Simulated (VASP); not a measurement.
A run of VASP 6.6.1 is set up as follows.

INCAR

```
SYSTEM = Au
ALGO = Normal
EDIFF = 1E-6
ENCUT = 520
GGA = PS
ISIF = 2
ISMEAR = 0
LASPH = .True.
LCHARG = .True.
LELF = .True.
LREAL = .False.
LVHAR = .True.
LWAVE = .False.
NBANDS = 18
NELM = 100
PREC = Accurate
SIGMA = 0.1
```

Contents of KPOINTS:

```
k-points
0
Gamma
  16 16 8
  0 0 0
```

File POSCAR:

```
Au
1.0
    2.7837584962      0.0197084234     -0.0039416847
    0.0069319170      2.7327761412      0.0218745293
   -1.1402591027     -1.1185147697      4.8101599238
Au
2
Direct
    0.3581222408      0.3300012100      0.7194508640
    0.6418777592      0.6699987900      0.2805491360
```

Potentials or basis: VASP PAW PBE potentials, release 64 (Au).

Command:

```sh
$ cat potpaw_PBE.64/Au/POTCAR > POTCAR
$ mpirun -np 1 vasp_std > vasp.out
```

Q: Predict the pressure.

A: 1.0 GPa.

Q: Estimate the band gap on the k mesh.

A: Zero (band 11 reaches 11.57 eV, above the bottom of band 12 at 6.34 eV).

Stress tensor (GPa, compression positive):
```
-1.25 -0.01 -0.89
-0.01  2.75  0.87
-0.89  0.87  1.62
```

Caveat: the cell differs from its parent crystal (strained and its atoms moved); the PAW data sets were made with another functional, which shifts forces and pressure a little; spin-orbit coupling is left out, which moves the levels of the heavy elements.
